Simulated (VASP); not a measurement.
# Si3H2C2 in VASP: further runs

Si3H2C2 is run at these levels: LDA; tasks: single point.

All numbers are computed with VASP 6.6.1; they aren't measurements. Logs are shortened: lines on timing, memory, paths and dates and some standing lists are left out, and cuts for length are marked.

### 1 The cell of the first run

The cell holds a slab with vacuum, 28 atoms: a = 6.122 Å, b = 6.122 Å, c = 18.034 Å, α = 90.00°, β = 90.00°, γ = 90.00°.

### 2 Single point, LDA

INCAR reads:

```
SYSTEM = Si3H2C2
ALGO = Normal
DIPOL = 0.5 0.5 0.335
EDIFF = 1E-7
ENCUT = 520
IDIPOL = 3
ISIF = 2
ISMEAR = 0
LASPH = .TRUE.
LCHARG = .TRUE.
LDIPOL = .TRUE.
LELF = .TRUE.
LREAL = Auto
LVACPOTAV = .TRUE.
LVHAR = .TRUE.
LWAVE = .FALSE.
NBANDS = 64
NELM = 60
PREC = Accurate
SIGMA = 0.05
```

KPOINTS reads:

```
k-points
0
G
  4 4 1
  0 0 0
```

POSCAR reads:

```
Si3H2C2
1.0
    6.1223116280      0.0000000000      0.0000000000
    0.0000000000      6.1223116280      0.0000000000
    0.0000000000      0.0000000000     18.0336064671
Si C H
12 8 8
Direct
    0.2500000000      0.2500000000      0.2691906584
    0.2500000000      0.7500000000      0.2691906584
    0.7500000000      0.2500000000      0.2691906584
    0.7500000000      0.7500000000      0.2691906584
    0.5021590078      0.4999970962      0.3886534271
    0.5021590078      0.0000029038      0.3886534271
   -0.0021587989      0.4999971480      0.3886535322
   -0.0021587989      0.0000028520      0.3886535322
    0.7500012367      0.7500000000      0.5119814482
    0.7500011283      0.2500000000      0.5119805326
    0.2500000996      0.7500000000      0.5004111845
    0.2500002164      0.2500000000      0.5004111845
    0.7500000000      0.5000000000      0.3292053881
    0.7500000000      0.0000000000      0.3292053881
    0.2500000000      0.5000000000      0.3292053881
    0.2500000000      0.0000000000      0.3292053881
   -0.0056360966      0.7500000000      0.4446052928
   -0.0056470968      0.2500000000      0.4446008395
    0.5056370304      0.7500000000      0.4446054655
    0.5056480798      0.2500000000      0.4446011699
    0.1018236707      0.2500000000      0.2043633518
    0.3981348503      0.2500000000      0.2043580857
    0.3981348503      0.7500000000      0.2043580857
    0.1018236707      0.7500000000      0.2043633518
    0.6018651497      0.2500000000      0.2043580857
    0.8981763293      0.2500000000      0.2043633518
    0.8981763293      0.7500000000      0.2043633518
    0.6018651497      0.7500000000      0.2043580857
```

Potentials or basis: VASP PAW LDA potentials, release 64 (Si, C, H).

The run is started by

```sh
$ cat potpaw_LDA.64/Si/POTCAR potpaw_LDA.64/C/POTCAR potpaw_LDA.64/H/POTCAR > POTCAR
$ mpirun -np 1 vasp_std > vasp.out
```

OUTCAR:

```text
SYSTEM = Si3H2C2
   EDIFF = 1E-7
   ENCUT = 520
   ISIF = 2
   ISMEAR = 0
   LASPH = .TRUE.
   LREAL = Auto
   NELM = 60
   PREC = Accurate

 ion  position               nearest neighbor table
   1  0.250  0.250  0.269-  22 1.48  21 1.48  15 1.87  16 1.87   5 3.06   6 3.06   7 3.06   8 3.06
                             2 3.06   3 3.06   2 3.06   3 3.06
   2  0.250  0.750  0.269-  23 1.48  24 1.48  15 1.87  16 1.87   5 3.06   6 3.06   7 3.06   8 3.06
                             1 3.06   4 3.06   1 3.06   4 3.06
   3  0.750  0.250  0.269-  25 1.48  26 1.48  13 1.87  14 1.87   5 3.05   6 3.05   7 3.05   8 3.05
                             1 3.06   4 3.06   4 3.06   1 3.06
   4  0.750  0.750  0.269-  28 1.48  27 1.48  13 1.87  14 1.87   5 3.05   6 3.05   7 3.05   8 3.05
                             2 3.06   3 3.06   3 3.06   2 3.06
   5  0.502  0.500  0.389-  20 1.83  19 1.83  13 1.86  15 1.88  12 2.96  11 2.96   7 3.03   3 3.05
                             4 3.05   1 3.06   2 3.06   6 3.06   6 3.06   7 3.09  10 3.10   9 3.10
   6  0.502  0.000  0.389-  20 1.83  19 1.83  14 1.86  16 1.88  12 2.96  11 2.96   8 3.03   3 3.05
                             4 3.05   1 3.06   2 3.06   5 3.06   5 3.06   8 3.09  10 3.10   9 3.10
   7  0.998  0.500  0.389-  18 1.83  17 1.83  13 1.86  15 1.88  12 2.96  11 2.96   5 3.03   3 3.05
                             4 3.05   1 3.06   2 3.06   8 3.06   8 3.06   5 3.09  10 3.10   9 3.10
   8  0.998  0.000  0.389-  18 1.83  17 1.83  14 1.86  16 1.88  12 2.96  11 2.96   6 3.03   3 3.05
                             4 3.05   1 3.06   2 3.06   7 3.06   7 3.06   6 3.09  10 3.10   9 3.10
   9  0.750  0.750  0.512-  17 1.93  19 1.93  10 3.06  10 3.06  11 3.07  11 3.07   7 3.10   8 3.10
[... 9 lines left out ...]
  15  0.250  0.500  0.329-   1 1.87   2 1.87   5 1.88   7 1.88
  16  0.250  0.000  0.329-   1 1.87   2 1.87   6 1.88   8 1.88
  17  0.994  0.750  0.445-   7 1.83   8 1.83  11 1.86   9 1.93
  18  0.994  0.250  0.445-   7 1.83   8 1.83  12 1.86  10 1.93
  19  0.506  0.750  0.445-   5 1.83   6 1.83  11 1.86   9 1.93
  20  0.506  0.250  0.445-   5 1.83   6 1.83  12 1.86  10 1.93
  21  0.102  0.250  0.204-   1 1.48
  22  0.398  0.250  0.204-   1 1.48
  23  0.398  0.750  0.204-   2 1.48
  24  0.102  0.750  0.204-   2 1.48
  25  0.602  0.250  0.204-   3 1.48
  26  0.898  0.250  0.204-   3 1.48
  27  0.898  0.750  0.204-   4 1.48
  28  0.602  0.750  0.204-   4 1.48

  LATTYP: Found a simple tetragonal cell.
 ALAT       =     6.1223116280
 C/A-ratio  =     2.9455551372

  Lattice vectors:

 A1 = (   6.1223116280,   0.0000000000,   0.0000000000)
 A2 = (   0.0000000000,   6.1223116280,   0.0000000000)
 A3 = (   0.0000000000,   0.0000000000,  18.0336064671)

Analysis of symmetry for initial positions (statically):
=====================================================================
 Subroutine PRICEL returns:
 Original cell was already a primitive cell.

 Routine SETGRP: Setting up the symmetry group for a
 simple tetragonal supercell.

 Subroutine GETGRP returns: Found  2 space group operations
 (whereof  1 operations were pure point group operations)
 out of a pool of 16 trial point group operations.

[... 174 lines left out ...]
  Fermi-wavevector in a.u.,A,eV,Ry     =   0.829719  1.567942  9.366717  0.688434
  Thomas-Fermi vector in A             =   1.942314
   LORBIT       =      0    0 simple, 1 ext, 2 COOP (PROOUT), +10 PAW based schemes
   GGA     = CA    functional components
   LHFCALC =     F    Hartree Fock is set to
   AEXX    =    0.0000 exact exchange contribution
   IVDW    =     0    specifies the selected vdW correction
   LEPSILON=     F    determine dielectric tensor
   LRPA    =     F    only Hartree local field effects (RPA)
 non-spin polarized calculation
 Gauss-broadening in eV      SIGMA  =   0.05
  energy-cutoff  :      520.00
  volume of cell :      675.95
 maximum number of plane-waves:     18238
 NGX is ok and might be reduce to    48
   NGX = 23   NGY = 23   NGZ = 67

 dipolmoment           0.000000      0.000000     -0.000648 electrons x Angstroem

 number of electron      88.0000004 magnetization

 dipolmoment           0.000000      0.000000      0.491412 electrons x Angstroem

 Free energy of the ion-electron system (eV)
  ---------------------------------------------------
  ext. energy  EPLUGINS =         0.00000000
  ---------------------------------------------------
  free energy    TOTEN  =      -169.69027674 eV

  energy without entropy =     -169.67715941  energy(sigma->0) =     -169.68371808

 E-fermi :   0.5862     XC(G=0):  -5.1622

 val. band max:        0.4372631905   @ k =   0.0000   0.0000   0.0000
 cond. band min:       0.5915419497   @ k =   0.2500   0.2500   0.0000
 fundamental gap:      0.1542787592
 Fermi energy:         0.5862367954

 k-point     1 :       0.0000    0.0000    0.0000
  band No.  band energies     occupation
      1     -15.8491      2.00000
      2     -13.6346      2.00000
      3     -13.2769      2.00000
      4     -13.2722      2.00000
      5     -12.9203      2.00000
      6     -12.6881      2.00000
[... 520 lines left out ...]
     55       3.7688      0.00000
     56       3.7688      0.00000
 [bands above 56 left out]

------------------------ aborting loop because EDIFF is reached ----------------------------------------

  FORCE on cell =-STRESS in cart. coord.  units (eV):
  Direction    XX          YY          ZZ          XY          YZ          ZX
  --------------------------------------------------------------------------------------
  -------------------------------------------------------------------------------------
  Total       39.3685340    -14.2534582      3.1431916      0.0000000      0.0000000     -0.0002491
  in kB       93.3139072    -33.7844907      7.4502008      0.0000000      0.0000000     -0.0005905
  external PRESSURE =      22.3265391 kB  Pullay stress =       0.0000000 kB

 VOLUME and BASIS-vectors are now :
 -----------------------------------------------------------------------------
  energy-cutoff  :      520.00
  volume of cell :      675.95
      direct lattice vectors                 reciprocal lattice vectors
     6.122311628  0.000000000  0.000000000     0.163336998  0.000000000  0.000000000
     0.000000000  6.122311628  0.000000000     0.000000000  0.163336998  0.000000000
     0.000000000  0.000000000 18.033606467     0.000000000  0.000000000  0.055452025

 POSITION                                       TOTAL-FORCE (eV/Angst)
 -----------------------------------------------------------------------------------
      1.53058      1.53058      4.85448         0.000951      0.000000      1.102780
      1.53058      4.59173      4.85448         0.000953      0.000000      1.102839
      4.59173      1.53058      4.85448        -0.000936      0.000000      1.131957
      4.59173      4.59173      4.85448        -0.000938      0.000000      1.131898
      3.07437      3.06114      7.00882        -0.008513      0.000850      0.003914
      3.07437      0.00002      7.00882        -0.008513     -0.000850      0.003914
[... 20 lines left out ...]
      5.49892      4.59173      3.68541        -0.003050      0.000000     -0.011574
      3.68481      4.59173      3.68531         0.001530      0.000000     -0.012141
 -----------------------------------------------------------------------------------
    total drift:                                0.000007     -0.000000     -0.081232

  FREE ENERGIE OF THE ION-ELECTRON SYSTEM (eV)
  ---------------------------------------------------
  free  energy   TOTEN  =      -169.6902767389 eV

  energy  without entropy=     -169.6771594147  energy(sigma->0) =     -169.68371808

 vacuum level on the upper side and lower side of the slab         6.196         3.824
```

OSZICAR:

```text
N       E                     dE             d eps       ncg     rms          rms(c)
DAV:   1     0.505037472899E+03    0.50504E+03   -0.33300E+04  1152   0.108E+03
DAV:   2    -0.106697417419E+03   -0.61173E+03   -0.58174E+03  1576   0.227E+02
DAV:   3    -0.186255855688E+03   -0.79558E+02   -0.78228E+02  1440   0.802E+01
[... 20 lines left out ...]
DAV:  24    -0.169690274754E+03   -0.50200E-05   -0.54838E-07  1264   0.195E-03    0.459E-04
DAV:  25    -0.169690275890E+03   -0.11358E-05   -0.98852E-08  1000   0.872E-04    0.460E-04
DAV:  26    -0.169690276336E+03   -0.44602E-06   -0.41465E-08  1048   0.503E-04    0.216E-04
DAV:  27    -0.169690276647E+03   -0.31128E-06   -0.24676E-08   936   0.484E-04    0.119E-04
DAV:  28    -0.169690276739E+03   -0.91675E-07   -0.57701E-09   992   0.270E-04
   1 F= -.16969028E+03 E0= -.16968372E+03  d E =-.131173E-01
```

Run time: 12 min. Hardware: 1 thread of Intel Xeon Platinum 8259CL at 2.50GHz (Skylake/Cascade Lake), shared host; peak memory 0.64 GiB.

What came out:

```yaml
Free_energy: -169.6903 eV
Largest_force: 2.003 eV/Å
Band_gap_on_the_k_mesh: zero (bands 44 and 45 overlap by 1.20 eV)
```

Forces in eV/Å, atoms in the order of the input:
```
Si   0.001  0.000  1.103
Si   0.001  0.000  1.103
Si  -0.001  0.000  1.132
Si  -0.001  0.000  1.132
Si  -0.009  0.001  0.004
Si  -0.009 -0.001  0.004
Si   0.009  0.001  0.004
Si   0.009 -0.001  0.004
Si   0.000  0.000 -0.006
Si   0.000  0.000 -0.006
Si   0.000  0.000  1.282
Si   0.000  0.000  1.281
C    0.000  0.000 -2.003
C    0.000  0.000 -2.003
C    0.000  0.000 -1.488
C    0.000  0.000 -1.488
C    0.003  0.000  0.004
C    0.004  0.000  0.006
C   -0.003  0.000  0.005
C   -0.004  0.000  0.006
H   -0.001  0.000 -0.007
H    0.002  0.000 -0.008
H    0.002  0.000 -0.008
H   -0.001  0.000 -0.007
H    0.001  0.000 -0.012
H   -0.003  0.000 -0.012
H   -0.003  0.000 -0.012
H    0.002  0.000 -0.012
```

Levels at points of the mesh, in eV from the Fermi level:
```
           k point  band 40  band 41  band 42  band 43  band 44  band 45  band 46  band 47  band 48  band 49
(0.00, 0.00, 0.00)    -1.67    -1.27    -0.76    -0.21    -0.15     0.14     0.83     1.00     1.01     1.34
(0.50, 0.00, 0.00)    -2.52    -1.35    -1.05    -1.04    -0.97    -0.20     0.11     1.47     1.49     1.67
(0.00, 0.50, 0.00)    -1.50    -1.07    -1.07     0.79     0.79     0.94     0.94     1.14     1.14     1.35
(0.50, 0.50, 0.00)    -2.36    -1.30    -1.30    -0.95    -0.95     1.52     1.52     1.58     1.58     2.10
```

(Continued in part 2 of 2.)
